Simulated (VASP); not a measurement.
# Al6N (P3m1) in VASP: further runs

The runs below take Al6N through relaxation of shape and atoms at fixed volume, with PBE.

Program: VASP 6.6.1. These are calculated values, not measurements. Logs are shortened: lines on timing, memory, paths and dates and some standing lists are left out, and cuts for length are marked.

## 1. The cell of the first run

Symmetry: P3m1, No. 156, trigonal system. The conventional cell has a = 2.858 Å, b = 2.858 Å, c = 26.750 Å, α = 90.00°, β = 90.00°, γ = 120.00°. Within 3.6 Å of Al (site symmetry 3m) lie 12 Al at 2.71 to 2.86 Å. Within 3.6 Å of Al (site symmetry 3m) lie 12 Al at 2.71 to 2.86 Å. Within 3.6 Å of Al (site symmetry 3m) lie 12 Al at 2.72 to 2.86 Å. Al (site symmetry 3m) has 12 Al at 2.71 to 2.86 Å within 3.6 Å. Al (site symmetry 3m) has 4 N at 1.79 to 1.82 Å within 2.4 Å. Within 2.4 Å of Al (site symmetry 3m) lie 3 N at 1.81 Å. Al (site symmetry 3m) has 1 N at 1.84 Å within 2.4 Å. Within 3.6 Å of Al (site symmetry 3m) lie 12 Al at 2.69 to 2.86 Å and 3 N at 3.46 Å.

## 2. Relaxation of shape and atoms at fixed volume, PBE (13.51 Å³/atom)

INCAR

```
SYSTEM = Al6N
PREC = Accurate ; ENCUT = 600
EDIFF = 1E-6 ; ISMEAR = 0
SIGMA = 0.1 ; LREAL = .False.
LASPH = .True. ; NELM = 60
ALGO = Normal ; ISIF = 4
LWAVE = .False. ; LCHARG = .False.
GGA = PE ; IBRION = 2
NSW = 50 ; EDIFFG = -0.01
```

KPOINTS

```
regular mesh
0
Gamma
  12 12 2
  0 0 0
```

POSCAR

```
Al6N
1.0
    2.8578587360      0.0000000000      0.0000000000
   -1.4289293680      2.4749782658      0.0000000000
    0.0000000000      0.0000000000     26.7500310133
Al N
12 2
Direct
    0.6666666667      0.3333333333      0.6752610639
    0.0000000000      0.0000000000      0.7554822456
    0.3333333333      0.6666666667      0.8362685521
    0.3333333333      0.6666666667      0.5945345136
    0.3333333333      0.6666666667      0.0909631658
    0.6666666667      0.3333333333      0.1872140273
    0.0000000000      0.0000000000     -0.0040784867
    0.0000000000      0.0000000000      0.2726267699
    0.6666666667      0.3333333333      0.9171098996
    0.6666666667      0.3333333333      0.4329513246
    0.0000000000      0.0000000000      0.5139643741
    0.3333333333      0.6666666667      0.3522639031
    0.0000000000      0.0000000000      0.0645945369
    0.3333333333      0.6666666667      0.1591441100
```

Potentials or basis: VASP PAW PBE potentials, release 64 (Al, N).

Command:

```bash
$ cat potpaw_PBE.64/Al/POTCAR potpaw_PBE.64/N/POTCAR > POTCAR
$ mpirun -np 1 vasp_std > vasp.out
```

OUTCAR:

```text
SYSTEM = Al6N
   PREC = Accurate
   ENCUT = 600
   EDIFF = 1E-6
   ISMEAR = 0
   LREAL = .False.
   LASPH = .True.
   NELM = 60
   ISIF = 4
   GGA = PE
   IBRION = 2
   NSW = 50
   EDIFFG = -0.01

 ion  position               nearest neighbor table
   1  0.667  0.333  0.675-   2 2.71   2 2.71   2 2.71   4 2.72   4 2.72   4 2.72
   2  0.000  0.000  0.755-   1 2.71   1 2.71   1 2.71   3 2.72   3 2.72   3 2.72
   3  0.333  0.667  0.836-   2 2.72   2 2.72   2 2.72   9 2.72   9 2.72   9 2.72
   4  0.333  0.667  0.595-  11 2.71  11 2.71  11 2.71   1 2.72   1 2.72   1 2.72
   5  0.333  0.667  0.091-  13 1.79  13 1.79  13 1.79  14 1.82   7 3.03   7 3.03   7 3.03   6 3.06
                             6 3.06   6 3.06
   6  0.667  0.333  0.187-  14 1.81  14 1.81  14 1.81   8 2.82   8 2.82   8 2.82   5 3.06   5 3.06
                             5 3.06
   7  0.000  0.000  0.996-  13 1.84   9 2.68   9 2.68   9 2.68   5 3.03   5 3.03   5 3.03
   8  0.000  0.000  0.273-  12 2.69  12 2.69  12 2.69   6 2.82   6 2.82   6 2.82
   9  0.667  0.333  0.917-   7 2.68   7 2.68   7 2.68   3 2.72   3 2.72   3 2.72
  10  0.667  0.333  0.433-  12 2.72  12 2.72  12 2.72  11 2.72  11 2.72  11 2.72
  11  0.000  0.000  0.514-   4 2.71   4 2.71   4 2.71  10 2.72  10 2.72  10 2.72
  12  0.333  0.667  0.352-   8 2.69   8 2.69   8 2.69  10 2.72  10 2.72  10 2.72
  13  0.000  0.000  0.065-   5 1.79   5 1.79   5 1.79   7 1.84
  14  0.333  0.667  0.159-   6 1.81   6 1.81   6 1.81   5 1.82

  LATTYP: Found a hexagonal cell.
 ALAT       =     2.8578587360
 C/A-ratio  =     9.3601655940

  Lattice vectors:

 A1 = (   2.8578587360,   0.0000000000,   0.0000000000)
 A2 = (  -1.4289293680,   2.4749782658,   0.0000000000)
 A3 = (   0.0000000000,   0.0000000000,  26.7500310133)

Analysis of symmetry for initial positions (statically):
=====================================================================
 Subroutine PRICEL returns:
 Original cell was already a primitive cell.

 Routine SETGRP: Setting up the symmetry group for a
 hexagonal supercell.

 Subroutine GETGRP returns: Found  6 space group operations
 (whereof  6 operations were pure point group operations)
 out of a pool of 24 trial point group operations.

The static configuration has the point symmetry C_3v.

Analysis of symmetry for dynamics (positions and initial velocities):
=====================================================================
 Subroutine PRICEL returns:
 Original cell was already a primitive cell.

 Routine SETGRP: Setting up the symmetry group for a
[... 147 lines left out ...]
   IALGO  =     38    algorithm
   IMIX   =      4    mixing-type and parameters
     AMIX     =   0.40;   BMIX     =  1.00
     AMIX_MAG =   1.60;   BMIX_MAG =  1.00
  volume/ion in A,a.u.               =      13.51        91.20
  Fermi-wavevector in a.u.,A,eV,Ry     =   1.021759  1.930845 14.204376  1.043992
  Thomas-Fermi vector in A             =   2.155402
   LORBIT       =      0    0 simple, 1 ext, 2 COOP (PROOUT), +10 PAW based schemes
   GGA     = PE    functional components
   LHFCALC =     F    Hartree Fock is set to
   AEXX    =    0.0000 exact exchange contribution
   IVDW    =     0    specifies the selected vdW correction
   LEPSILON=     F    determine dielectric tensor
   LRPA    =     F    only Hartree local field effects (RPA)
 conjugate gradient relaxation of ions
 non-spin polarized calculation
 Gauss-broadening in eV      SIGMA  =   0.10
  energy-cutoff  :      600.00
  volume of cell :      189.21
 maximum number of plane-waves:      6347
 NGX is ok and might be reduce to    24
   NGX = 11   NGY = 11   NGZ =107

--------------------------------------- Ionic step        1  -------------------------------------------

 number of electron      45.9999997 magnetization

 Free energy of the ion-electron system (eV)
  ---------------------------------------------------
  ext. energy  EPLUGINS =         0.00000000
  ---------------------------------------------------
  free energy    TOTEN  =       -64.80608533 eV

  energy without entropy =      -64.78031366  energy(sigma->0) =      -64.79319949

------------------------ aborting loop because EDIFF is reached ----------------------------------------

  FORCE on cell =-STRESS in cart. coord.  units (eV):
  Direction    XX          YY          ZZ          XY          YZ          ZX
  --------------------------------------------------------------------------------------
  -------------------------------------------------------------------------------------
  Total       17.4491737     17.4491737     18.1682038     -0.0000000      0.0000000      0.0000000
  in kB      147.7573223    147.7573223    153.8459746     -0.0000000      0.0000000      0.0000000
  external PRESSURE =     149.7868731 kB  Pullay stress =       0.0000000 kB
[... 125 lines left out ...]
  FREE ENERGIE OF THE ION-ELECTRON SYSTEM (eV)
  ---------------------------------------------------
  free  energy   TOTEN  =       -64.8105970218 eV

  energy  without entropy=      -64.7851556585  energy(sigma->0) =      -64.79787634

[... ionic steps 4 to 12 ...]

--------------------------------------- Ionic step       13  -------------------------------------------

 number of electron      45.9999997 magnetization

------------------------ aborting loop because EDIFF is reached ----------------------------------------
[... 91 lines left out ...]
--------------------------------------- Ionic step       15  -------------------------------------------

 number of electron      45.9999997 magnetization

 Free energy of the ion-electron system (eV)
  ---------------------------------------------------
  ext. energy  EPLUGINS =         0.00000000
  ---------------------------------------------------
  free energy    TOTEN  =       -64.81281228 eV

  energy without entropy =      -64.78688629  energy(sigma->0) =      -64.79984929

 E-fermi :   8.9491     XC(G=0): -10.6869

 val. band max:        8.9428200499   @ k =   0.1667   0.1667   0.5000
 cond. band min:       8.9501126134   @ k =   0.3333  -0.0000   0.0000
 fundamental gap:      0.0072925635
 Fermi energy:         8.9491009190

 k-point     1 :       0.0000    0.0000    0.0000
  band No.  band energies     occupation
      1      -8.6239      2.00000
      2      -7.5879      2.00000
      3      -2.6956      2.00000
      4      -2.4874      2.00000
      5      -2.1872      2.00000
      6      -1.6704      2.00000
[... 805 lines left out ...]
     30      12.3121      0.00000
     31      12.7962      0.00000

 [... further k-points ...]
[... 5 lines left out ...]
  --------------------------------------------------------------------------------------
  -------------------------------------------------------------------------------------
  Total       17.2644609     17.2644609     17.2683512      0.0000000     -0.0000000      0.0000000
  in kB      146.1931978    146.1931978    146.2261407      0.0000000     -0.0000000      0.0000000
  external PRESSURE =     146.2041788 kB  Pullay stress =       0.0000000 kB
[... 29 lines left out ...]
  FREE ENERGIE OF THE ION-ELECTRON SYSTEM (eV)
  ---------------------------------------------------
  free  energy   TOTEN  =       -64.8128122838 eV

  energy  without entropy=      -64.7868862908  energy(sigma->0) =      -64.79984929

 reached required accuracy - stopping structural energy minimisation
```

OSZICAR:

```text
N       E                     dE             d eps       ncg     rms          rms(c)
DAV:   1     0.141589178520E+03    0.14159E+03   -0.19516E+04  2356   0.138E+03
DAV:   2    -0.527113473109E+02   -0.19430E+03   -0.18558E+03  3039   0.204E+02
DAV:   3    -0.708864908279E+02   -0.18175E+02   -0.17769E+02  3027   0.661E+01
[... 136 lines left out ...]
DAV:   2    -0.648129228209E+02   -0.10667E-03   -0.92196E-04  3033   0.122E-01    0.268E-02
DAV:   3    -0.648128152139E+02    0.10761E-03   -0.84328E-04  2995   0.113E-01    0.870E-03
DAV:   4    -0.648128225304E+02   -0.73165E-05   -0.14458E-04  3001   0.447E-02    0.114E-02
DAV:   5    -0.648128120606E+02    0.10470E-04   -0.85218E-05  2952   0.331E-02    0.862E-03
DAV:   6    -0.648128122838E+02   -0.22316E-06   -0.24067E-06  2068   0.776E-03
  15 F= -.64812812E+02 E0= -.64799849E+02  d E =-.739390E-04
```

CONTCAR:

```text
Al6N
   1.00000000000000
     2.8564104163560189    0.0000000000000000   -0.0000000000000000
    -1.4282052081780094    2.4737239841801340   -0.0000000000000000
     0.0000000000000000   -0.0000000000000000   26.7771646615098646
  Al              N
    12     2
Direct
     0.6666666667000030    0.3333333332999970    0.6751666623875738
     1.0000000000000000    1.0000000000000000    0.7552702925274626
[... 16 lines left out ...]
  0.00000000E+00  0.00000000E+00  0.00000000E+00
  0.00000000E+00  0.00000000E+00  0.00000000E+00
  0.00000000E+00  0.00000000E+00  0.00000000E+00
  0.00000000E+00  0.00000000E+00  0.00000000E+00
  0.00000000E+00  0.00000000E+00  0.00000000E+00
  0.00000000E+00  0.00000000E+00  0.00000000E+00
  0.00000000E+00  0.00000000E+00  0.00000000E+00
  0.00000000E+00  0.00000000E+00  0.00000000E+00
  0.00000000E+00  0.00000000E+00  0.00000000E+00
  0.00000000E+00  0.00000000E+00  0.00000000E+00
  0.00000000E+00  0.00000000E+00  0.00000000E+00
```

Run time: 25 min. Hardware: 1 thread of AMD EPYC 9R45 (Zen 5), shared host; peak memory 0.45 GiB.

Results:

| Property | Result |
| --- | --- |
| Free energy | -64.8128 eV |
| Energy gained by relaxing | 0.5 meV/atom |
| Ionic steps | 15 |
| Pressure after relaxing | 14.6 GPa |
| Largest force after relaxing | 0.009 eV/Å |
| Band gap on the k mesh | zero (bands 23 and 24 overlap by 5.43 eV) |

Forces on the atoms (eV/Å):
```
Al   0.000  0.000 -0.008
Al   0.000  0.000 -0.002
Al   0.000  0.000  0.002
Al   0.000  0.000 -0.001
Al   0.000  0.000 -0.005
Al   0.000  0.000  0.000
Al   0.000  0.000  0.002
Al   0.000  0.000 -0.004
Al   0.000  0.000  0.001
Al   0.000  0.000  0.000
Al   0.000  0.000  0.009
Al   0.000  0.000  0.001
N    0.000  0.000  0.000
N    0.000  0.000  0.005
```

The path:
```tsv
step	energy change (eV)	largest force (eV/Å)	pressure (GPa)	volume (Å³)
1	0.0000	0.3196	14.98	189.21
2	-0.0045	0.2349	14.71	189.21
3	-0.0045	0.2093	14.74	189.21
4	-0.0058	0.0575	14.64	189.21
5	-0.0059	0.0436	14.66	189.21
6	-0.0061	0.0295	14.66	189.21
7	-0.0063	0.0397	14.65	189.21
8	-0.0064	0.0270	14.64	189.21
9	-0.0065	0.0260	14.64	189.21
10	-0.0065	0.0159	14.64	189.21
11	-0.0066	0.0271	14.63	189.21
12	-0.0066	0.0155	14.63	189.21
13	-0.0067	0.0165	14.62	189.21
14	-0.0067	0.0131	14.62	189.21
15	-0.0067	0.0095	14.62	189.21
```

Final structure:
```
Al N
1.0
     2.85641    0.00000    0.00000
    -1.42821    2.47372    0.00000
     0.00000    0.00000   26.77716
Al N
12 2
Direct
  0.66667 0.33333 0.67517
  0.00000 0.00000 0.75527
  0.33333 0.66667 0.83587
  0.33333 0.66667 0.59453
  0.33333 0.66667 0.09110
  0.66667 0.33333 0.18811
  0.00000 0.00000 0.99525
  0.00000 0.00000 0.27308
  0.66667 0.33333 0.91655
  0.66667 0.33333 0.43322
  0.00000 0.00000 0.51406
  0.33333 0.66667 0.35268
  0.00000 0.00000 0.06403
  0.33333 0.66667 0.15937
```

## 3. Relaxation of shape and atoms at fixed volume, PBE (13.98 Å³/atom)

This run uses another cell than the first one, of 13.98 Å³/atom.

INCAR

```
PREC = Accurate
ENCUT = 600
EDIFF = 1E-7
ISMEAR = 0
SIGMA = 0.1
LREAL = False
LASPH = True
NELM = 60
ALGO = Normal
ISIF = 4
LWAVE = False
LCHARG = False
GGA = PE
IBRION = 2
NSW = 50
EDIFFG = -0.01
```

KPOINTS

```
regular mesh
0
Gamma
  12 12 2
```

POSCAR

```
Al6N
1.0
    2.8912169171      0.0000000000      0.0000000000
   -1.4456084586      2.5038672980      0.0000000000
    0.0000000000      0.0000000000     27.0273317784
Al N
12 2
Direct
    0.6666666667      0.3333333333      0.6754115248
    0.0000000000      0.0000000000      0.7557336218
    0.3333333333      0.6666666667      0.8366799583
    0.3333333333      0.6666666667      0.5945442180
    0.3333333333      0.6666666667      0.0908228980
    0.6666666667      0.3333333333      0.1862891812
    0.0000000000      0.0000000000     -0.0034341858
    0.0000000000      0.0000000000      0.2722241629
    0.6666666667      0.3333333333      0.9176667787
    0.6666666667      0.3333333333      0.4326653936
    0.0000000000      0.0000000000      0.5138125070
    0.3333333333      0.6666666667      0.3518505456
    0.0000000000      0.0000000000      0.0651391216
    0.3333333333      0.6666666667      0.1588942740
```

Potentials or basis: VASP PAW PBE potentials, release 64 (Al, N).

Command:

```bash
$ cat potpaw_PBE.64/Al/POTCAR potpaw_PBE.64/N/POTCAR > POTCAR
$ mpirun -np 1 vasp_std > vasp.out
```

Run time: 30 min. Hardware: 1 thread of AMD EPYC 9R45 (Zen 5), shared host; peak memory 0.46 GiB.

The run converged. Its results:

```
Free energy                  : -65.3082 eV
Energy gained by relaxing    : 0.4 meV/atom
Ionic steps                  : 15
Pressure after relaxing      : 10.0 GPa
Largest force after relaxing : 0.008 eV/Å
Band gap on the k mesh       : zero (bands 23 and 24 overlap by 5.31 eV)
```

Forces on the atoms (eV/Å):
```
Al   0.000  0.000 -0.008
Al   0.000  0.000 -0.003
Al   0.000  0.000  0.003
Al   0.000  0.000 -0.001
Al   0.000  0.000 -0.006
Al   0.000  0.000  0.008
Al   0.000  0.000  0.004
Al   0.000  0.000  0.001
Al   0.000  0.000 -0.004
Al   0.000  0.000  0.004
Al   0.000  0.000  0.008
Al   0.000  0.000 -0.002
N    0.000  0.000 -0.004
N    0.000  0.000  0.001
```

The path:
```
step  energy change (eV)  largest force (eV/Å)  pressure (GPa)  volume (Å³)
   1              0.0000                0.3007           10.34       195.66
   2             -0.0040                0.2001           10.12       195.66
   3             -0.0040                0.1959           10.12       195.66
   4             -0.0052                0.0465           10.04       195.66
   5             -0.0053                0.0370           10.05       195.66
   6             -0.0055                0.0274           10.05       195.66
   7             -0.0056                0.0369           10.04       195.66
   8             -0.0057                0.0249           10.04       195.66
   9             -0.0058                0.0265           10.03       195.66
  10             -0.0058                0.0188           10.03       195.66
  11             -0.0059                0.0380           10.03       195.66
  12             -0.0059                0.0253           10.03       195.66
  13             -0.0059                0.0128           10.02       195.66
  14             -0.0059                0.0104           10.02       195.66
  15             -0.0060                0.0085           10.03       195.66
```

Final structure:
```cif
data_structure
_symmetry_space_group_name_H-M 'P 1'
_symmetry_Int_Tables_number 1
_cell_length_a 2.8902
_cell_length_b 2.8902
_cell_length_c 27.0460
_cell_angle_alpha 90.000
_cell_angle_beta 90.000
_cell_angle_gamma 120.000
_cell_volume 195.66
loop_
_atom_site_label
_atom_site_type_symbol
_atom_site_fract_x
_atom_site_fract_y
_atom_site_fract_z
_atom_site_occupancy
Al1 Al 0.66667 0.33333 0.67535 1
Al2 Al 0.00000 0.00000 0.75557 1
Al3 Al 0.33333 0.66667 0.83633 1
Al4 Al 0.33333 0.66667 0.59455 1
Al5 Al 0.33333 0.66667 0.09097 1
Al6 Al 0.66667 0.33333 0.18716 1
Al7 Al 0.00000 0.00000 0.99594 1
Al8 Al 0.00000 0.00000 0.27255 1
Al9 Al 0.66667 0.33333 0.91719 1
Al10 Al 0.66667 0.33333 0.43286 1
Al11 Al 0.00000 0.00000 0.51389 1
Al12 Al 0.33333 0.66667 0.35218 1
N1 N 0.00000 0.00000 0.06463 1
N2 N 0.33333 0.66667 0.15913 1
```

Levels at points of the mesh, in eV from the Fermi level:
```tsv
k point	band 18	band 19	band 20	band 21	band 22	band 23	band 24	band 25	band 26	band 27
(0.00, 0.00, 0.00)	-1.75	-1.75	-1.17	-0.18	1.72	2.88	4.99	5.35	7.19	7.44
(0.50, 0.00, 0.00)	-3.35	-3.26	-2.77	-2.74	-2.10	-1.43	-1.18	-0.31	-0.19	0.50
(0.00, 0.00, 0.50)	-1.75	-1.75	-1.62	0.22	1.33	3.33	4.32	6.16	6.49	7.85
(0.50, 0.00, 0.50)	-3.30	-3.22	-2.74	-2.73	-2.27	-1.27	-1.12	-0.48	-0.29	0.65
```
